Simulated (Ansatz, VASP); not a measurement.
## Two plane-wave programs on Al2Pt

Contents of POSCAR:

```
Al2Pt
1.0
    0.0000000000      2.9150626719      2.9150626719
    2.9150626719      0.0000000000      2.9150626719
    2.9150626719      2.9150626719      0.0000000000
Pt Al
1 2
Direct
    0.0000000000      0.0000000000      0.0000000000
    0.7500000000      0.7500000000      0.7500000000
    0.2500000000      0.2500000000      0.2500000000
```

File INCAR.step1:

```
PREC     = Accurate       # precision mode
ENCUT    = 520            # plane-wave cutoff, eV
ISMEAR   = -1             # smearing method
SIGMA    = 0.05           # smearing width, eV
LREAL    = False          # projectors in reciprocal space
LASPH    = True           # aspherical terms in the spheres
NELM     = 80             # most SCF steps
NBANDS   = 15             # bands
GGA      = PE             # functional
ALGO     = Normal         # electronic algorithm
EDIFF    = 1E-4           # SCF threshold, eV
LWAVE    = True           # write WAVECAR
LCHARG   = False          # write CHGCAR
```

Contents of INCAR.step2:

```
PREC     = Accurate       # precision mode
ENCUT    = 520            # plane-wave cutoff, eV
EDIFF    = 1E-7           # SCF threshold, eV
ISMEAR   = -1             # smearing method
SIGMA    = 0.05           # smearing width, eV
LREAL    = False          # projectors in reciprocal space
LASPH    = True           # aspherical terms in the spheres
NELM     = 80             # most SCF steps
ALGO     = Normal         # electronic algorithm
ISIF     = 2              # what is computed and relaxed
LWAVE    = False          # write WAVECAR
LCHARG   = False          # write CHGCAR
METAGGA  = R2SCAN         # meta-GGA
LMIXTAU  = True         
NBANDS   = 15             # bands
ISTART   = 1
```

KPOINTS

```
regular mesh
0
Gamma
  8 8 8
```

File input.yaml:

```yaml
crystal:
  lattice:
    - [0.0, 2.9150626719, 2.9150626719]
    - [2.9150626719, 0.0, 2.9150626719]
    - [2.9150626719, 2.9150626719, 0.0]
  atoms:
    - { symbol: Pt, position: [0.0, 0.0, 0.0] }
    - { symbol: Al, position: [0.75, 0.75, 0.75] }
    - { symbol: Al, position: [0.25, 0.25, 0.25] }
hamiltonian:
  xc: r2scan
  pseudopotentials: { kind: paw }
kpoints:
  mp_grid: { grid: [8, 8, 8] }
scf:
  occupations: { method: fermi_dirac, width: 0.05 }
output:
  forces: true
  stress: true
  eigenvalues: true
```

Alike in both runs: task single point; functional r2SCAN; k mesh 8 × 8 × 8; occupations fermi-dirac, width 0.05 eV; no spin polarisation.

|  | VASP | Ansatz |
| --- | --- | --- |
| version | VASP 6.6.1 | Ansatz 0.2.0 |
| potentials or method | VASP PAW PBE potentials, release 64 (Pt, Al) | Ansatz PAW |
| plane-wave cutoff (eV) | 520 | 500 |
| valence electrons in the cell | 16 | 24 |

VASP gave:

| Item | Value |
| --- | --- |
| gap on the k mesh at the Fermi level (eV) | none |
| pressure (GPa) | 5.6 |

Problem. Estimate Ansatz's values.

Solution. gap on the k mesh at the Fermi level (eV): none; pressure (GPa): 5.8.

VASP's potentials were made for PBE, not for r2SCAN. A gap of «none» marks a metal or a gap that the smearing closes. The functional is the same, so the differences come from potentials, cutoffs and numerics. VASP's potentials hold 16 valence electrons a cell and Ansatz's 24, so a difference there can come from the potentials and not from the codes.

Spin-orbit coupling is off throughout.
